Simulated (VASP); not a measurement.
Wanted: the native input for a VASP 6.6.1 run.

```yaml
Task: relaxation of cell and atoms
Functional: PBE
Dispersion: D4
Potentials_or_basis: VASP PAW PBE potentials, release 64 (Nb_sv)
Cutoff: 500 eV
k_mesh: 11 × 11 × 11
Occupations: fermi-dirac, width 0.05 eV
Spin: no spin polarisation
Dipole_correction: no
Further_INCAR_settings: ALGO = Normal; EDIFF = 1e-07; IBRION = 2; EDIFFG = -0.02; NSW = 80; ISIF = 3
```

The structure of Nb lies in POSCAR:

```
Nb
1.0
   -1.6639500000      1.6639500000      1.6639500000
    1.6639500000     -1.6639500000      1.6639500000
    1.6639500000      1.6639500000     -1.6639500000
Nb
1
Direct
    0.0000000000      0.0000000000      0.0000000000
```

The input as run:

INCAR

```
ALGO = Normal
EDIFF = 1E-7
EDIFFG = -0.02
ENCUT = 500
GGA = PE
GGA_COMPAT = False
IBRION = 2
ISIF = 3
ISMEAR = -1
IVDW = 13
LASPH = True
LCHARG = False
LREAL = False
LWAVE = False
NELM = 120
NELMIN = 4
NSW = 80
PREC = Accurate
SIGMA = 0.05
```

KPOINTS

```
k-points
0
Gamma
  11 11 11
```

Potentials or basis: VASP PAW PBE potentials, release 64 (Nb_sv).

Run with:

```bash
$ cat potpaw_PBE.64/Nb_sv/POTCAR > POTCAR
$ mpirun -np 1 vasp_std > vasp.out
```

Results of the run:

| Quantity | Value |
| --- | --- |
| Relaxed volume | 17.88 Å³/atom |
| Relaxed cell | a = 2.853 Å, b = 2.853 Å, c = 2.853 Å, α = 109.47°, β = 109.47°, γ = 109.47° |
| Space group after relaxing (to 0.1 Å) | Im-3m (No. 229) |
| Energy gained by relaxing | 9.1 meV/atom |
| Ionic steps | 3 |
| Pressure after relaxing | -0.1 GPa |
| Band gap on the k mesh | zero (an odd number of electrons rules out a gap without spin polarisation) |
| Dispersion energy per atom | -0.336 eV |

Run time: 22 s on 1 thread of Intel(R) Xeon(R) Platinum 8488C (Sapphire Rapids) (shared host), peak memory 0.15 GiB.
